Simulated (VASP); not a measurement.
Runs of VASP 6.6.1 on Sb. The structure is that of space group Fm-3m (No. 225), or close to it. The cells are those of the table. 

```csv
cell,gap on the mesh (eV),pressure (GPa)
"a = 3.293 Å, angles 60.0°, 1 atom",none,5.9
"a = 3.386 Å, angles 60.0°, 1 atom",none,0.0
"a = 3.474 Å, angles 60.0°, 1 atom",none,-3.8
"a = 3.245 Å, angles 60.0°, 1 atom",none,(b)
"a = 3.340 Å, angles 60.0°, 1 atom",none,(a)
"a = 3.430 Å, angles 60.0°, 1 atom",none,-2.1
"a = 3.516 Å, angles 60.0°, 1 atom",none,-5.1
```

Alike in all rows: task single point; level PBE; potentials or basis VASP PAW PBE potentials, release 64 (Sb); no spin polarisation; k mesh 19 × 19 × 19; cutoff (eV) 520; smearing fermi-dirac 0.1 eV.

Question: Fill in the values left out.

Answer: (a) 2.6; (b) 10.0.

Caveats: spin-orbit coupling is left out, which moves the levels of the heavy elements.

A k mesh can miss the band edges, and the runs leave out spin-orbit coupling on Sb.

A gap of «none» marks levels without a gap at the run's occupations.
